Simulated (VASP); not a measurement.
# B3I2 (P4mm) in VASP: notebook

The runs below take B3I2 through single point, relaxation of cell and atoms, with PBE.

All numbers are computed with VASP 6.6.1; they aren't measurements. Logs are shortened: lines on timing, memory, paths and dates and some standing lists are left out, and cuts for length are marked.

### 1 The cell of the first run

The structure is tetragonal, space group P4mm (No. 99). Conventional cell: a = 4.231 Å, b = 4.231 Å, c = 5.389 Å, α = 90.00°, β = 90.00°, γ = 90.00°. B (site symmetry 2mm) has 2 B at 2.12 Å and 1 I at 2.34 Å within 2.8 Å. Within 2.8 Å of B (site symmetry 4mm) lie 4 B at 2.12 Å. I (site symmetry 2mm) has 2 B at 2.34 to 3.05 Å and 4 I at 2.99 Å within 3.1 Å.

The cell was generated, and may not be a known phase.

### 2 Single point, PBE

INCAR

```
  PREC = Accurate
  ENCUT = 520
  EDIFF = 1E-6
  ISMEAR = 0
  SIGMA = 0.1
  LREAL = False
  LASPH = True
  NELM = 80
  ALGO = Normal
  ISIF = 2
  LWAVE = False
  LCHARG = True
  GGA = PE
  LELF = True
  LVHAR = True
  NBANDS = 20
```

KPOINTS

```
regular mesh
0
Gamma
  10 10 8
```

POSCAR

```
B3I2
1.0
    4.2306207203      0.0000000000      0.0000000000
    0.0000000000      4.2306207203      0.0000000000
    0.0000000000      0.0000000000      5.3893920058
B I
3 2
Direct
    0.0000000000      0.5000000000      0.4164792387
    0.5000000000      0.0000000000      0.4164792387
    0.5000000000      0.5000000000      0.3925024917
    0.0000000000      0.5000000000      0.8504661805
    0.5000000000      0.0000000000      0.8504661805
```

Potentials or basis: VASP PAW PBE potentials, release 64 (B, I).

Started as:

```console
cat potpaw_PBE.64/B/POTCAR potpaw_PBE.64/I/POTCAR > POTCAR
mpirun -np 1 vasp_std > vasp.out
```

OUTCAR:

```text
PREC = Accurate
   ENCUT = 520
   EDIFF = 1E-6
   ISMEAR = 0
   LREAL = False
   LASPH = True
   NELM = 80
   ISIF = 2
   GGA = PE

 ion  position               nearest neighbor table
   1  0.000  0.500  0.416-   3 2.12   3 2.12   4 2.34
   2  0.500  0.000  0.416-   3 2.12   3 2.12   5 2.34
   3  0.500  0.500  0.393-   1 2.12   2 2.12   2 2.12   1 2.12
   4  0.000  0.500  0.850-   1 2.34   5 2.99   5 2.99   5 2.99   5 2.99
   5  0.500  0.000  0.850-   2 2.34   4 2.99   4 2.99   4 2.99   4 2.99

  LATTYP: Found a simple tetragonal cell.
 ALAT       =     4.2306207203
 C/A-ratio  =     1.2739010094

  Lattice vectors:

 A1 = (   4.2306207203,   0.0000000000,   0.0000000000)
 A2 = (   0.0000000000,   4.2306207203,   0.0000000000)
 A3 = (   0.0000000000,   0.0000000000,   5.3893920058)

Analysis of symmetry for initial positions (statically):
=====================================================================
 Subroutine PRICEL returns:
 Original cell was already a primitive cell.

 Routine SETGRP: Setting up the symmetry group for a
 simple tetragonal supercell.

 Subroutine GETGRP returns: Found  8 space group operations
 (whereof  8 operations were pure point group operations)
 out of a pool of 16 trial point group operations.

The static configuration has the point symmetry C_4v.

Analysis of symmetry for dynamics (positions and initial velocities):
=====================================================================
 Subroutine PRICEL returns:
 Original cell was already a primitive cell.

 Routine SETGRP: Setting up the symmetry group for a
 simple tetragonal supercell.

 Subroutine GETGRP returns: Found  8 space group operations
 (whereof  8 operations were pure point group operations)
 out of a pool of 16 trial point group operations.

The dynamic configuration has the point symmetry C_4v.

 Subroutine INISYM returns: Found  8 space group operations
 (whereof  8 operations are pure point group operations),
 and found     1 'primitive' translations

----------------------------------------------------------------------------------------

                                     Primitive cell

  volume of cell :      96.4602

  direct lattice vectors                    reciprocal lattice vectors
     4.230620720  0.000000000  0.000000000     0.236371934  0.000000000  0.000000000
     0.000000000  4.230620720  0.000000000     0.000000000  0.236371934  0.000000000
     0.000000000  0.000000000  5.389392006     0.000000000  0.000000000  0.185549687

  length of vectors
[... 84 lines left out ...]
   LSORBIT =      F    spin-orbit coupling
   LASPH  =      T    aspherical Exc in radial PAW
   ENCUT  =  520.0 eV  38.22 Ry    6.18 a.u.   7.87  7.87 10.02*2*pi/ulx,y,z
   NELM   =     80;   NELMIN=  2; NELMDL= -5     # of ELM steps
   EDIFF  = 0.1E-05   stopping-criterion for ELM
   LREAL  =      F    real-space projection
[... 7 lines left out ...]
   TEBEG  =    0.0;   TEEND  =   0.0 temperature during run
   PSTRESS=    0.0 pullay stress
   NELECT =      23.0000    total number of electrons
   NUPDOWN=      -1.0000    fix difference up-down
   EMIN   =  10.00;   EMAX   =-10.00  energy-range for DOS
   EFERMI =   0.00;   METHOD = LEGACY
   ISMEAR =     0;   SIGMA  =   0.10  broadening in eV -4-tet -1-fermi 0-gaus
   EFERMI_NEDOS =   21; number of points for ismear=-14 and -15
   IALGO  =     38    algorithm
   IMIX   =      4    mixing-type and parameters
     AMIX     =   0.40;   BMIX     =  1.00
     AMIX_MAG =   1.60;   BMIX_MAG =  1.00
  volume/ion in A,a.u.               =      19.29       130.19
  Fermi-wavevector in a.u.,A,eV,Ry     =   1.015161  1.918376 14.021501  1.030551
  Thomas-Fermi vector in A             =   2.148430
   LORBIT       =      0    0 simple, 1 ext, 2 COOP (PROOUT), +10 PAW based schemes
   GGA     = PE    functional components
   LHFCALC =     F    Hartree Fock is set to
   AEXX    =    0.0000 exact exchange contribution
   IVDW    =     0    specifies the selected vdW correction
   LEPSILON=     F    determine dielectric tensor
   LRPA    =     F    only Hartree local field effects (RPA)
 non-spin polarized calculation
 Gauss-broadening in eV      SIGMA  =   0.10
  energy-cutoff  :      520.00
  volume of cell :       96.46
 maximum number of plane-waves:      2648
 NGX is ok and might be reduce to    32
   NGX = 15   NGY = 15   NGZ = 21

 number of electron      23.0000002 magnetization

 Free energy of the ion-electron system (eV)
  ---------------------------------------------------
  ext. energy  EPLUGINS =         0.00000000
  ---------------------------------------------------
  free energy    TOTEN  =       -13.69455673 eV

  energy without entropy =      -13.67829355  energy(sigma->0) =      -13.68642514

 E-fermi :   6.0943     XC(G=0):  -9.7250

 val. band max:        6.0858066912   @ k =   0.2000   0.1000   0.3750
 cond. band min:       6.0946519094   @ k =   0.4000   0.2000   0.0000
 fundamental gap:      0.0088452182
 Fermi energy:         6.0943087297

 k-point     1 :       0.0000    0.0000    0.0000
  band No.  band energies     occupation
      1     -10.3987      2.00000
      2      -6.2812      2.00000
      3      -3.1142      2.00000
      4      -0.7395      2.00000
      5      -0.2636      2.00000
      6      -0.2636      2.00000
[... 541 lines left out ...]
     19      11.7980      0.00000
     20      11.8937      0.00000

 [... further k-points ...]

------------------------ aborting loop because EDIFF is reached ----------------------------------------

  FORCE on cell =-STRESS in cart. coord.  units (eV):
  Direction    XX          YY          ZZ          XY          YZ          ZX
  --------------------------------------------------------------------------------------
  -------------------------------------------------------------------------------------
  Total       -0.0452574     -0.0452574     -0.0168393      0.0000000     -0.0000000      0.0000000
  in kB       -0.7517139     -0.7517139     -0.2796956      0.0000000     -0.0000000      0.0000000
  external PRESSURE =      -0.5943745 kB  Pullay stress =       0.0000000 kB

 VOLUME and BASIS-vectors are now :
 -----------------------------------------------------------------------------
  energy-cutoff  :      520.00
  volume of cell :       96.46
      direct lattice vectors                 reciprocal lattice vectors
     4.230620720  0.000000000  0.000000000     0.236371934  0.000000000  0.000000000
     0.000000000  4.230620720  0.000000000     0.000000000  0.236371934  0.000000000
     0.000000000  0.000000000  5.389392006     0.000000000  0.000000000  0.185549687

 POSITION                                       TOTAL-FORCE (eV/Angst)
 -----------------------------------------------------------------------------------
      0.00000      2.11531      2.24457         0.000000     -0.000000     -0.002148
      2.11531      0.00000      2.24457         0.000000     -0.000000     -0.002148
      2.11531      2.11531      2.11535         0.000000      0.000000     -0.001442
      0.00000      2.11531      4.58350         0.000000      0.000000      0.002869
      2.11531      0.00000      4.58350         0.000000     -0.000000      0.002869
 -----------------------------------------------------------------------------------
    total drift:                                0.000000      0.000000      0.000291

  FREE ENERGIE OF THE ION-ELECTRON SYSTEM (eV)
  ---------------------------------------------------
  free  energy   TOTEN  =       -13.6945567332 eV

  energy  without entropy=      -13.6782935527  energy(sigma->0) =      -13.68642514
```

OSZICAR:

```text
N       E                     dE             d eps       ncg     rms          rms(c)
DAV:   1     0.866297314547E+02    0.86630E+02   -0.91954E+03  4200   0.949E+02
DAV:   2    -0.897505961755E+01   -0.95605E+02   -0.92770E+02  5700   0.159E+02
DAV:   3    -0.151059724654E+02   -0.61309E+01   -0.60411E+01  5252   0.396E+01
DAV:   4    -0.152185185462E+02   -0.11255E+00   -0.11240E+00  5460   0.579E+00
DAV:   5    -0.152206880849E+02   -0.21695E-02   -0.21695E-02  5404   0.781E-01    0.161E+01
DAV:   6    -0.137656814332E+02    0.14550E+01   -0.95151E+00  4912   0.114E+01    0.101E+01
DAV:   7    -0.137104679690E+02    0.55213E-01   -0.89930E-01  4624   0.409E+00    0.817E+00
DAV:   8    -0.137009540198E+02    0.95139E-02   -0.13920E-01  4820   0.191E+00    0.259E+00
DAV:   9    -0.136946604830E+02    0.62935E-02   -0.13930E-02  4912   0.539E-01    0.474E-01
DAV:  10    -0.136945411911E+02    0.11929E-03   -0.16551E-03  4956   0.194E-01    0.210E-01
DAV:  11    -0.136945497689E+02   -0.85779E-05   -0.10806E-04  5144   0.554E-02    0.101E-01
DAV:  12    -0.136945560358E+02   -0.62668E-05   -0.17116E-05  5116   0.210E-02    0.406E-02
DAV:  13    -0.136945567332E+02   -0.69744E-06   -0.27209E-06  4308   0.818E-03
   1 F= -.13694557E+02 E0= -.13686425E+02  d E =-.162632E-01
```

It took 72 s on 1 thread of AMD EPYC 9R45 (Zen 5), shared host; peak memory 0.28 GiB.

What came out:

```
Free energy            : -13.6946 eV
Pressure               : -0.1 GPa
Band gap on the k mesh : zero (an odd number of electrons rules out a gap without spin polarisation)
```

Forces on the atoms (eV/Å):
```
B    0.000  0.000 -0.002
B    0.000  0.000 -0.002
B    0.000  0.000 -0.001
I    0.000  0.000  0.003
I    0.000  0.000  0.003
```

Caveat: spin-orbit coupling is left out, which moves the levels of the heavy elements; this functional lacks dispersion, which binds layers or chains, so the pressure and a relaxed spacing across them are unreliable; an odd number of electrons without spin polarisation forces a metal; a magnetic or distorted state may lie lower.

### 3 Relaxation of cell and atoms, PBE

This run uses another cell than the first one, of 19.41 Å³/atom.

INCAR

```
ALGO     = Normal         # electronic algorithm
EDIFF    = 1E-6           # SCF threshold, eV
EDIFFG   = -0.01          # ionic threshold
ENCUT    = 600            # plane-wave cutoff, eV
GGA      = PE             # functional
IBRION   = 2              # ionic algorithm
ISIF     = 3              # what is computed and relaxed
ISMEAR   = 0              # smearing method
LASPH    = T              # aspherical terms in the spheres
LCHARG   = F              # write CHGCAR
LREAL    = F              # projectors in reciprocal space
LWAVE    = F              # write WAVECAR
NELM     = 80             # most SCF steps
NSW      = 100            # ionic steps
PREC     = Accurate       # precision mode
SIGMA    = 0.1            # smearing width, eV
```

KPOINTS

```
k-points
0
Gamma
  10 10 8
```

POSCAR

```
B3I2
1.0
    4.2427870893      0.0000000000      0.0000000000
    0.0000000000      4.2427870893      0.0000000000
    0.0000000000      0.0000000000      5.3916122871
B I
3 2
Direct
    0.0000000000      0.5000000000      0.4199321582
    0.5000000000      0.0000000000      0.4199321582
    0.5000000000      0.5000000000      0.3920545016
    0.0000000000      0.5000000000      0.8472372560
    0.5000000000      0.0000000000      0.8472372560
```

Potentials or basis: VASP PAW PBE potentials, release 64 (B, I).

Started as:

```console
cat potpaw_PBE.64/B/POTCAR potpaw_PBE.64/I/POTCAR > POTCAR
mpirun -np 1 vasp_std > vasp.out
```

It took 8.2 min on 1 thread of AMD EPYC 9R45 (Zen 5), shared host; peak memory 0.34 GiB.

It converged, with:

```
Free energy                           : -13.6957 eV
Relaxed volume                        : 19.20 Å³/atom
Relaxed cell                          : a = 4.219 Å, b = 4.219 Å, c = 5.394 Å, α = 90.00°, β = 90.00°, γ = 90.00°
Space group after relaxing (to 0.1 Å) : P4mm (No. 99)
Energy gained by relaxing             : 0.6 meV/atom
Ionic steps                           : 14
Pressure after relaxing               : 0.0 GPa
Largest force after relaxing          : 0.009 eV/Å
Band gap on the k mesh                : zero (an odd number of electrons rules out a gap without spin polarisation)
```

Forces on the atoms (eV/Å):
```
B    0.000  0.000  0.009
B    0.000  0.000  0.009
B    0.000  0.000 -0.009
I    0.000  0.000 -0.005
I    0.000  0.000 -0.005
```

The path:
| step | energy change (eV) | largest force (eV/Å) | pressure (GPa) | volume (Å³) |
| --- | --- | --- | --- | --- |
| 1 | 0.0000 | 0.1013 | 0.10 | 97.06 |
| 2 | -0.0015 | 0.0544 | -0.08 | 97.22 |
| 3 | -0.0019 | 0.0092 | -0.27 | 97.42 |
| 4 | -0.0020 | 0.0151 | -0.25 | 97.39 |
| 5 | -0.0025 | 0.0196 | -0.04 | 96.95 |
| 6 | -0.0025 | 0.0260 | -0.02 | 96.87 |
| 7 | -0.0025 | 0.0391 | 0.06 | 96.70 |
| 8 | -0.0025 | 0.0290 | -0.01 | 96.83 |
| 9 | -0.0025 | 0.0313 | -0.01 | 96.80 |
| 10 | -0.0025 | 0.0351 | 0.01 | 96.75 |
| 11 | -0.0025 | 0.0326 | 0.02 | 96.78 |
| 12 | -0.0026 | 0.0303 | 0.01 | 96.70 |
| 13 | -0.0029 | 0.0234 | -0.01 | 96.48 |
| 14 | -0.0030 | 0.0088 | -0.01 | 96.02 |

Final structure:
```yaml
crystal:
  lattice:
    - [4.21919, 0.00000, 0.00000]
    - [0.00000, 4.21919, 0.00000]
    - [0.00000, 0.00000, 5.39393]
  atoms:
    - { symbol: B, position: [0.00000, 0.50000, 0.41536] }
    - { symbol: B, position: [0.50000, 0.00000, 0.41536] }
    - { symbol: B, position: [0.50000, 0.50000, 0.39169] }
    - { symbol: I, position: [0.00000, 0.50000, 0.85199] }
    - { symbol: I, position: [0.50000, 0.00000, 0.85199] }
```

Levels at points of the mesh, in eV from the Fermi level:
| k point | band 8 | band 9 | band 10 | band 11 | band 12 | band 13 | band 14 | band 15 |
| --- | --- | --- | --- | --- | --- | --- | --- | --- |
| (0.00, 0.00, 0.00) | -2.93 | -2.93 | -2.08 | -0.53 | 0.08 | 0.08 | 1.95 | 2.93 |
| (0.50, 0.00, 0.00) | -4.06 | -3.97 | -3.69 | -2.04 | -0.68 | 1.42 | 1.43 | 1.92 |
| (0.50, 0.50, 0.00) | -4.58 | -4.58 | -1.57 | -0.76 | 1.39 | 1.61 | 3.14 | 3.97 |
| (0.00, 0.00, 0.50) | -3.41 | -3.41 | -1.37 | 0.19 | 0.19 | 0.41 | 0.63 | 1.60 |
| (0.50, 0.00, 0.50) | -3.65 | -3.39 | -2.72 | -1.92 | -0.61 | 0.32 | 0.86 | 1.19 |
| (0.50, 0.50, 0.50) | -2.36 | -1.68 | -1.68 | 1.21 | 1.59 | 1.59 | 1.63 | 1.77 |

Caveat: spin-orbit coupling is left out, which moves the levels of the heavy elements; this functional lacks dispersion, which binds layers or chains, so the pressure and a relaxed spacing across them are unreliable; an odd number of electrons without spin polarisation forces a metal; a magnetic or distorted state may lie lower.
